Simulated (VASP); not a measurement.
Runs of VASP 6.6.1 on SiC. The structure is that of space group F-43m (No. 216), or close to it. The cells are those of the table. 

| task | cell | k mesh | cutoff (eV) | smearing | gap on the mesh (eV) | pressure (GPa) |
| --- | --- | --- | --- | --- | --- | --- |
| single point | a = 3.044 Å, angles 60.0, 60.0, 90.0°, 2 atoms | 10 × 10 × 10 | 520 | gaussian 0.01 eV | 1.27 | (a) |
| relaxation of cell and atoms | relaxed from a = 3.082 Å, angles 60.0, 60.0, 90.0°, 2 atoms | 14 × 14 × 14 | 600 | fermi-dirac 0.08 eV | 1.29 | 0.0 |
| single point | a = 3.070 Å, angles 60.0, 60.0, 90.0°, 2 atoms | 10 × 10 × 10 | 520 | gaussian 0.01 eV | 1.29 | (b) |
| single point | a = 3.020 Å, angles 60.0, 60.0, 90.0°, 2 atoms | 10 × 10 × 10 | 520 | gaussian 0.01 eV | 1.25 | 10.4 |

Alike in all rows: level LDA; potentials or basis VASP PAW LDA potentials, release 64 (Si, C); no spin polarisation.

Task: Fill in the values left out.

Result: (a) 4.4; (b) -1.5.

A k mesh can miss the band edges.
